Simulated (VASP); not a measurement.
Here is a VASP 6.6.1 calculation.

File INCAR:

```
ALGO     = Normal         # electronic algorithm
EDIFF    = 1E-7           # SCF threshold, eV
ENCUT    = 520            # plane-wave cutoff, eV
GGA      = PE             # functional
ISIF     = 2              # what is computed and relaxed
ISMEAR   = -1             # smearing method
LASPH    = True           # aspherical terms in the spheres
LCHARG   = False          # write CHGCAR
LREAL    = Auto         
LWAVE    = False          # write WAVECAR
NBANDS   = 106            # bands
NELM     = 100            # most SCF steps
PREC     = Accurate       # precision mode
SIGMA    = 0.05           # smearing width, eV
```

Contents of KPOINTS:

```
k-points
0
Gamma
  6 6 6
```

Contents of POSCAR:

```
Ca2Nb2O6F
1.0
    0.0000000000      5.2102500000      5.2102500000
    5.2102500000      0.0000000000      5.2102500000
    5.2102500000      5.2102500000      0.0000000000
Ca Nb O F
4 4 12 2
Direct
    0.1250000000      0.1250000000      0.1250000000
    0.6250000000      0.1250000000      0.1250000000
    0.1250000000      0.1250000000      0.6250000000
    0.1250000000      0.6250000000      0.1250000000
    0.6250000000      0.6250000000      0.6250000000
    0.1250000000      0.6250000000      0.6250000000
    0.6250000000      0.6250000000      0.1250000000
    0.6250000000      0.1250000000      0.6250000000
    0.7057383467      0.2942616533      0.2942616533
    0.5442616533      0.9557383467      0.5442616533
    0.2942616533      0.7057383467      0.7057383467
    0.9557383467      0.5442616533      0.9557383467
    0.2942616533      0.7057383467      0.2942616533
    0.5442616533      0.5442616533      0.9557383467
    0.7057383467      0.2942616533      0.7057383467
    0.9557383467      0.9557383467      0.5442616533
    0.5442616533      0.9557383467      0.9557383467
    0.2942616533      0.2942616533      0.7057383467
    0.9557383467      0.5442616533      0.5442616533
    0.7057383467      0.7057383467      0.2942616533
    0.0000000000      0.0000000000      0.0000000000
    0.2500000000      0.2500000000      0.2500000000
```

Potentials or basis: VASP PAW PBE potentials, release 64 (Ca_sv, Nb_sv, O, F).

Command:

```console
$ cat potpaw_PBE.64/Ca_sv/POTCAR potpaw_PBE.64/Nb_sv/POTCAR potpaw_PBE.64/O/POTCAR potpaw_PBE.64/F/POTCAR > POTCAR
$ mpirun -np 1 vasp_std > vasp.out
```

Question: Estimate the band gap on the k mesh.

Answer: Zero (bands 89 and 90 overlap by 0.38 eV).

Question: Estimate the pressure.

Answer: 1.2 GPa.

Forces on the atoms (eV/Å):
```
Ca   0.000  0.000  0.000
Ca   0.000  0.000  0.000
Ca   0.000  0.000  0.000
Ca   0.000  0.000  0.000
Nb   0.000  0.000  0.000
Nb   0.000  0.000  0.000
Nb   0.000  0.000  0.000
Nb   0.000  0.000  0.000
O    0.047  0.000  0.000
O    0.000  0.047  0.000
O   -0.047  0.000  0.000
O    0.000 -0.047  0.000
O    0.000  0.047  0.000
O    0.000  0.000  0.047
O    0.000 -0.047  0.000
O    0.000  0.000 -0.047
O   -0.047  0.000  0.000
O    0.000  0.000  0.047
O    0.047  0.000  0.000
O    0.000  0.000 -0.047
F    0.000  0.000  0.000
F    0.000  0.000  0.000
```
